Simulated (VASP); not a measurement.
# VN (Fm-3m) in VASP: single point with PBE

Aim: the single point of VN with PBE.

All numbers are computed with VASP 6.6.1; they aren't measurements. Logs are shortened: lines on timing, memory, paths and dates and some standing lists are left out, and cuts for length are marked.

## Step 1: The cell of the first run

It takes space group Fm-3m (No. 225, cubic). Conventional cell: a = 4.280 Å, b = 4.280 Å, c = 4.280 Å, α = 90.00°, β = 90.00°, γ = 90.00°. Within 2.8 Å of V (site symmetry m-3m) lie 6 N at 2.14 Å. Within 2.8 Å of N (site symmetry m-3m) lie 6 V at 2.14 Å.

## Step 2: Single point, PBE, collinear spin, ferromagnetic start

INCAR

```
PREC = Accurate
ENCUT = 600
EDIFF = 1E-6
ISMEAR = 0
SIGMA = 0.05
LREAL = False
LASPH = True
NELM = 200
ALGO = Normal
ISIF = 2
LWAVE = False
LCHARG = False
ISPIN = 2
MAGMOM = 2 2 0 0
LORBIT = 11
LMAXMIX = 4
GGA = PE
ISYM = 0
NBANDS = 30
GGA_COMPAT = False
```

KPOINTS

```
Automatic mesh
0
Gamma
  6 8 9
```

POSCAR

```
VN
1.0
   -2.1400000000     -2.1400000000     -4.2800000000
    2.1400000000     -2.1400000000      0.0000000000
   -2.1400000000     -2.1400000000      0.0000000000
V N
2 2
Direct
    0.0000000000      0.0000000000      0.0000000000
    0.5000000000      0.5000000000      0.0000000000
    0.0000000000      0.5000000000      0.5000000000
    0.5000000000      0.0000000000      0.5000000000
```

Potentials or basis: VASP PAW PBE potentials, release 64 (V_sv, N).

The run is started by

```bash
$ cat potpaw_PBE.64/V_sv/POTCAR potpaw_PBE.64/N/POTCAR > POTCAR
$ mpirun -np 1 vasp_std > vasp.out
```

OUTCAR:

```text
PREC = Accurate
   ENCUT = 600
   EDIFF = 1E-6
   ISMEAR = 0
   LREAL = False
   LASPH = True
   NELM = 200
   ISIF = 2
   ISPIN = 2
   LORBIT = 11
   GGA = PE
   ISYM = 0

 ion  position               nearest neighbor table
   1  0.000  0.000  0.000-   3 2.14   3 2.14   4 2.14   3 2.14   3 2.14   4 2.14
   2  0.500  0.500  0.000-   4 2.14   3 2.14   4 2.14   4 2.14   4 2.14   3 2.14
   3  0.000  0.500  0.500-   1 2.14   1 2.14   2 2.14   1 2.14   1 2.14   2 2.14
   4  0.500  0.000  0.500-   2 2.14   1 2.14   2 2.14   2 2.14   2 2.14   1 2.14

IMPORTANT INFORMATION: All symmetrisations will be switched off!
NOSYMM: (Re-)initialisation of all symmetry stuff for point group C_1.

----------------------------------------------------------------------------------------

                                     Primitive cell

  volume of cell :      39.2014

  direct lattice vectors                    reciprocal lattice vectors
    -2.140000000 -2.140000000 -4.280000000     0.000000000  0.000000000 -0.233644860
     2.140000000 -2.140000000  0.000000000     0.233644860 -0.233644860  0.000000000
    -2.140000000 -2.140000000  0.000000000    -0.233644860 -0.233644860  0.233644860

  length of vectors
     5.241908050  3.026417023  3.026417023     0.233644860  0.330423730  0.404684768

  position of ions in fractional coordinates (direct lattice)
     0.000000000  0.000000000  0.000000000
     0.500000000  0.500000000  0.000000000
     0.000000000  0.500000000  0.500000000
     0.500000000  0.000000000  0.500000000

  ion indices of the primitive-cell ions
   primitive index   ion index
                 1           1
                 2           2
                 3           3
                 4           4

----------------------------------------------------------------------------------------

 KPOINTS: Automatic mesh

Automatic generation of k-mesh.
 Grid dimensions read from file:
 generate k-points for:    6    8    9

 Generating k-lattice:

  Cartesian coordinates                     Fractional coordinates (reciprocal lattice)
     0.000000000  0.000000000 -0.038940810     0.166666667  0.000000000  0.000000000
     0.029205607 -0.029205607  0.000000000     0.000000000  0.125000000  0.000000000
    -0.025960540 -0.025960540  0.025960540     0.000000000  0.000000000  0.111111111

  Length of vectors
     0.038940810  0.041302966  0.044964974

  Shift w.r.t. Gamma in fractional coordinates (k-lattice)
     0.000000000  0.000000000  0.000000000

 -----------------------------------------------------------------------------
|                                                                             |
|           W    W    AA    RRRRR   N    N  II  N    N   GGGG   !!!           |
|           W    W   A  A   R    R  NN   N  II  NN   N  G    G  !!!           |
|           W    W  A    A  R    R  N N  N  II  N N  N  G       !!!           |
|           W WW W  AAAAAA  RRRRR   N  N N  II  N  N N  G  GGG   !            |
|           WW  WW  A    A  R   R   N   NN  II  N   NN  G    G                |
|           W    W  A    A  R    R  N    N  II  N    N   GGGG   !!!           |
|                                                                             |
|     Your reciprocal lattice and k-lattice belong to different lattice       |
|     classes:                                                                |
|                                                                             |
|        The reciprocal lattice is simple tetragonal,                         |
|        whereas your k-lattice is base centered orthorhombic.                |
|                                                                             |
|     Results are often still useful ...                                      |
|                                                                             |
 -----------------------------------------------------------------------------

 WARNING: IBZKPT: internal override: KBLOWUP is changed to .FALSE.
      ... skipping the blow-up phase ...

 Subroutine IBZKPT returns following result:
 ===========================================

 Found    218 irreducible k-points:

 Following reciprocal coordinates:
            Coordinates               Weight
  0.000000  0.000000  0.000000      1.000000
  0.166667  0.000000  0.000000      2.000000
  0.333333  0.000000  0.000000      2.000000
  0.500000  0.000000  0.000000      1.000000
  0.000000  0.125000  0.000000      2.000000
  0.166667  0.125000  0.000000      2.000000
[... 16 lines left out ...]
  0.000000  0.500000  0.000000      1.000000
  0.166667  0.500000  0.000000      2.000000
 [... further k-points ...]
   k-points           NKPTS =    218   k-points in BZ     NKDIM =    218   number of bands    NBANDS=     30
   number of dos      NEDOS =    301   number of ions     NIONS =      4
   total plane-waves  NPLWV =  24192
   dimension x,y,z NGX =    42 NGY =   24 NGZ =   24
   dimension x,y,z NGXF=    84 NGYF=   48 NGZF=   48
   ions per type =               2   2
   NGX,Y,Z   is equivalent  to a cutoff of  13.32, 13.18, 13.18 a.u.
   NGXF,Y,Z  is equivalent  to a cutoff of  26.64, 26.37, 26.37 a.u.
 SYSTEM =  unknown system
   PREC   = accura    normal or accurate (medium, high low for compatibility)
   ISTART =      0    job   : 0-new  1-cont  2-samecut
   ICHARG =      2    charge: 1-file 2-atom 10-const
   ISPIN  =      2    spin polarized calculation?
   LNONCOLLINEAR =      F non collinear calculations
   LSORBIT =      F    spin-orbit coupling
   LASPH  =      T    aspherical Exc in radial PAW
   ENCUT  =  600.0 eV  44.10 Ry    6.64 a.u.  10.47  6.04  6.04*2*pi/ulx,y,z
   NELM   =    200;   NELMIN=  2; NELMDL= -5     # of ELM steps
   EDIFF  = 0.1E-05   stopping-criterion for ELM
   LREAL  =      F    real-space projection
   EDIFFG = 0.1E-04   stopping-criterion for IOM
   NSW    =      0    number of steps for IOM
   IBRION =     -1    ionic relax: 0-MD 1-quasi-New 2-CG
   NFREE  =      0    steps in history (QN), initial steepest desc. (CG)
   ISIF   =      2    stress and relaxation
   ISYM   =      0    0-nonsym 1-usesym 2-fastsym
   POTIM  = 0.5000    time-step for ionic-motion
   TEBEG  =    0.0;   TEEND  =   0.0 temperature during run
   PSTRESS=    0.0 pullay stress
   NELECT =      36.0000    total number of electrons
   NUPDOWN=      -1.0000    fix difference up-down
   EMIN   =  10.00;   EMAX   =-10.00  energy-range for DOS
   EFERMI =   0.00;   METHOD = LEGACY
   ISMEAR =     0;   SIGMA  =   0.05  broadening in eV -4-tet -1-fermi 0-gaus
   EFERMI_NEDOS =   21; number of points for ismear=-14 and -15
   IALGO  =     38    algorithm
   IMIX   =      4    mixing-type and parameters
     AMIX     =   0.40;   BMIX     =  1.00
     AMIX_MAG =   1.60;   BMIX_MAG =  1.00
  volume/ion in A,a.u.               =       9.80        66.14
  Fermi-wavevector in a.u.,A,eV,Ry     =   1.591263  3.007051 34.451545  2.532117
  Thomas-Fermi vector in A             =   2.689830
   LORBIT       =     11    0 simple, 1 ext, 2 COOP (PROOUT), +10 PAW based schemes
   GGA     = PE    functional components
   LHFCALC =     F    Hartree Fock is set to
   AEXX    =    0.0000 exact exchange contribution
   IVDW    =     0    specifies the selected vdW correction
   LEPSILON=     F    determine dielectric tensor
   LRPA    =     F    only Hartree local field effects (RPA)
 spin polarized calculation
 Gauss-broadening in eV      SIGMA  =   0.05
  energy-cutoff  :      600.00
  volume of cell :       39.20
 maximum number of plane-waves:      1330
 NGX is ok and might be reduce to    42
   NGX = 21   NGY = 13   NGZ = 13

 number of electron      35.9999990 magnetization       0.3942088

 Free energy of the ion-electron system (eV)
  ---------------------------------------------------
  ext. energy  EPLUGINS =         0.00000000
  ---------------------------------------------------
  free energy    TOTEN  =       -38.20100976 eV

  energy without entropy =      -38.19634757  energy(sigma->0) =      -38.19867866

 E-fermi :  10.2913     XC(G=0): -12.9550

 val. band max:       10.2893069310   @ k =   0.5000   0.1250   0.2222
 cond. band min:      10.2977248541   @ k =   0.3333  -0.2500   0.2222
 fundamental gap:      0.0084179231
 Fermi energy:        10.2913148698

 spin component 1

 k-point     1 :       0.0000    0.0000    0.0000
  band No.  band energies     occupation
      1     -55.2268      1.00000
      2     -55.1697      1.00000
      3     -29.1685      1.00000
      4     -29.0220      1.00000
      5     -29.0180      1.00000
      6     -28.9150      1.00000
[... 22 lines left out ...]
     29      21.7591      0.00000
     30      23.2051      0.00000

 k-point     2 :       0.1667    0.0000    0.0000
  band No.  band energies     occupation
      1     -55.2229      1.00000
      2     -55.1735      1.00000
      3     -29.1522      1.00000
      4     -29.0148      1.00000
      5     -29.0108      1.00000
      6     -28.9221      1.00000
[... 22 lines left out ...]
     29      21.9352      0.00000
     30      23.2195      0.00000

 k-point     3 :       0.3333    0.0000    0.0000
  band No.  band energies     occupation
      1     -55.2125      1.00000
      2     -55.1839      1.00000
      3     -29.1060      1.00000
      4     -28.9952      1.00000
      5     -28.9912      1.00000
      6     -28.9697      1.00000
[... 682 lines left out ...]
     29      21.4962      0.00000
     30      21.4964      0.00000

 k-point    24 :       0.1667    0.5000    0.0000
  band No.  band energies     occupation
      1     -55.1850      1.00000
      2     -55.1825      1.00000
      3     -29.1681      1.00000
      4     -29.1670      1.00000
      5     -28.9898      1.00000
      6     -28.9875      1.00000
[... 22 lines left out ...]
     29      22.0745      0.00000
     30      22.0746      0.00000

 [... further k-points ...]

 spin component 2

 k-point     1 :       0.0000    0.0000    0.0000
  band No.  band energies     occupation
      1     -55.0291      1.00000
      2     -54.9716      1.00000
      3     -29.0005      1.00000
      4     -28.8159      1.00000
      5     -28.8094      1.00000
      6     -28.7259      1.00000
[... 22 lines left out ...]
     29      21.7866      0.00000
     30      23.3443      0.00000

 k-point     2 :       0.1667    0.0000    0.0000
  band No.  band energies     occupation
      1     -55.0252      1.00000
      2     -54.9754      1.00000
      3     -28.9841      1.00000
      4     -28.8086      1.00000
      5     -28.8021      1.00000
      6     -28.7462      1.00000
[... 22 lines left out ...]
     29      21.9764      0.00000
     30      23.3560      0.00000

 k-point     3 :       0.3333    0.0000    0.0000
  band No.  band energies     occupation
      1     -55.0147      1.00000
      2     -54.9858      1.00000
      3     -28.9377      1.00000
      4     -28.8004      1.00000
      5     -28.7889      1.00000
      6     -28.7823      1.00000
[... 682 lines left out ...]
     29      21.5637      0.00000
     30      21.5640      0.00000

 k-point    24 :       0.1667    0.5000    0.0000
  band No.  band energies     occupation
      1     -54.9875      1.00000
      2     -54.9840      1.00000
      3     -28.9709      1.00000
      4     -28.9698      1.00000
      5     -28.8131      1.00000
      6     -28.8105      1.00000
[... 22 lines left out ...]
     29      22.1385      0.00000
     30      22.1385      0.00000

 [... further k-points ...]
[... 5 lines left out ...]
  --------------------------------------------------------------------------------------
  -------------------------------------------------------------------------------------
  Total       -6.9110370     -6.9110442     -6.7954305      0.1230074     -0.0029923     -0.0030001
  in kB     -282.4570944   -282.4573883   -277.7322063      5.0273646     -0.1222964     -0.1226149
  external PRESSURE =    -280.8822297 kB  Pullay stress =       0.0000000 kB

 VOLUME and BASIS-vectors are now :
 -----------------------------------------------------------------------------
  energy-cutoff  :      600.00
  volume of cell :       39.20
      direct lattice vectors                 reciprocal lattice vectors
    -2.140000000 -2.140000000 -4.280000000     0.000000000  0.000000000 -0.233644860
     2.140000000 -2.140000000  0.000000000     0.233644860 -0.233644860  0.000000000
    -2.140000000 -2.140000000  0.000000000    -0.233644860 -0.233644860  0.233644860

 POSITION                                       TOTAL-FORCE (eV/Angst)
 -----------------------------------------------------------------------------------
      0.00000      0.00000      0.00000        -0.000000     -0.000000      0.000000
      0.00000     -2.14000     -2.14000         0.000000      0.000000     -0.000000
      0.00000     -2.14000      0.00000        -0.000000     -0.000000      0.000000
     -2.14000     -2.14000     -2.14000        -0.000000      0.000000     -0.000000
 -----------------------------------------------------------------------------------
    total drift:                                0.000000     -0.000000      0.000000

  FREE ENERGIE OF THE ION-ELECTRON SYSTEM (eV)
  ---------------------------------------------------
  free  energy   TOTEN  =       -38.2010097626 eV

  energy  without entropy=      -38.1963475656  energy(sigma->0) =      -38.19867866

 total charge

# of ion       s       p       d       tot
------------------------------------------
    1        2.210   6.217   3.013  11.440
    2        2.210   6.217   3.013  11.441
    3        1.237   2.431   0.000   3.668
    4        1.237   2.431   0.000   3.668
--------------------------------------------------
tot          6.895  17.296   6.026  30.217

 magnetization (x)

# of ion       s       p       d       tot
------------------------------------------
    1        0.001   0.001   0.184   0.186
    2        0.001   0.001   0.191   0.193
    3       -0.000  -0.005   0.000  -0.005
    4       -0.000  -0.005   0.000  -0.005
--------------------------------------------------
tot          0.002  -0.008   0.376   0.370
```

Wall time 5.9 min (1 thread of AMD EPYC 9R45 (Zen 5), shared host); peak memory 0.48 GiB.

Results:

| Item | Value |
| --- | --- |
| Free energy | -38.2010 eV |
| Pressure | -28.1 GPa |
| Net moment | 0.39 μB per cell |
| Site moments | V +0.19; N -0.01 μB |
| Valence electrons inside the program's atomic spheres | V 11.44; N 3.67 |

Stress tensor (GPa, compression positive):
```
-28.25   0.50  -0.01
  0.50 -28.25  -0.01
 -0.01  -0.01 -27.77
```

Levels at points of the mesh, in eV from the Fermi level:
Spin up:
```csv
k point,band 14,band 15,band 16,band 17,band 18,band 19,band 20,band 21,band 22,band 23
"(0.00, 0.00, 0.00)",-3.29,-1.96,-1.96,-1.96,-1.39,-1.36,-1.36,-0.45,-0.44,0.37
"(0.50, 0.00, 0.00)",-3.32,-3.32,-3.32,-2.42,-2.42,-0.05,-0.05,0.74,0.74,0.74
"(0.00, 0.50, 0.00)",-5.14,-5.12,-5.12,-0.17,-0.16,0.48,0.48,0.80,0.80,1.62
"(0.50, 0.50, 0.00)",-5.37,-5.37,-5.37,0.37,0.37,0.40,0.40,1.12,1.12,4.27
```
Spin down:
| k point | band 15 | band 16 | band 17 | band 18 | band 19 | band 20 | band 21 | band 22 |
| --- | --- | --- | --- | --- | --- | --- | --- | --- |
| (0.00, 0.00, 0.00) | -1.97 | -1.97 | -1.97 | -1.19 | -1.19 | -1.15 | -0.32 | -0.31 |
| (0.50, 0.00, 0.00) | -3.29 | -3.29 | -2.21 | -2.20 | 0.07 | 0.08 | 0.90 | 0.90 |
| (0.00, 0.50, 0.00) | -5.08 | -5.08 | 0.02 | 0.02 | 0.70 | 0.70 | 0.93 | 0.93 |
| (0.50, 0.50, 0.00) | -5.32 | -5.32 | 0.58 | 0.58 | 0.60 | 0.60 | 1.30 | 1.31 |

Caveat: the cell stands under tension; a moment this small can come from the mesh or the smearing. With open d or f shells a metallic result of PBE can be an artefact of self-interaction; +U or a hybrid may open a gap.
